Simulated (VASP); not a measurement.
A run of VASP 6.6.1 is set up as follows.

INCAR

```
SYSTEM = Y
PREC     = Accurate       ! precision mode
ENCUT    = 520            ! plane-wave cutoff, eV
EDIFF    = 1E-6           ! SCF threshold, eV
ISMEAR   = -1             ! smearing method
SIGMA    = 0.1            ! smearing width, eV
LREAL    = .False.        ! projectors in reciprocal space
LASPH    = .True.         ! aspherical terms in the spheres
NELM     = 100            ! most SCF steps
ALGO     = Normal         ! electronic algorithm
ISIF     = 2              ! what is computed and relaxed
LWAVE    = .False.        ! write WAVECAR
LCHARG   = .True.         ! write CHGCAR
GGA      = PS             ! functional
LELF     = .True.         ! ELF
LVHAR    = .True.       
NBANDS   = 18             ! bands
```

The input KPOINTS:

```
Automatic mesh
0
Gamma
  10 10 6
  0 0 0
```

Contents of POSCAR:

```
Y
1.0
    3.5944935492      0.0000000000      0.0000000000
   -1.7972467746      3.1129227274      0.0000000000
    0.0000000000      0.0000000000      5.6066676414
Y
2
Direct
    0.3333333333      0.6666666667      0.2500000000
    0.6666666667      0.3333333333      0.7500000000
```

Potentials or basis: VASP PAW PBE potentials, release 64 (Y_sv).

Command:

```console
$ cat potpaw_PBE.64/Y_sv/POTCAR > POTCAR
$ mpirun -np 1 vasp_std > vasp.out
```

Question: What does it give for the pressure?

Answer: -0.1 GPa.

Question: What does it give for the band gap on the k mesh?

Answer: Zero (band 11 reaches 4.19 eV, above the bottom of band 12 at 2.63 eV).

Caveat: the PAW data sets were made with another functional, which shifts forces and pressure a little.
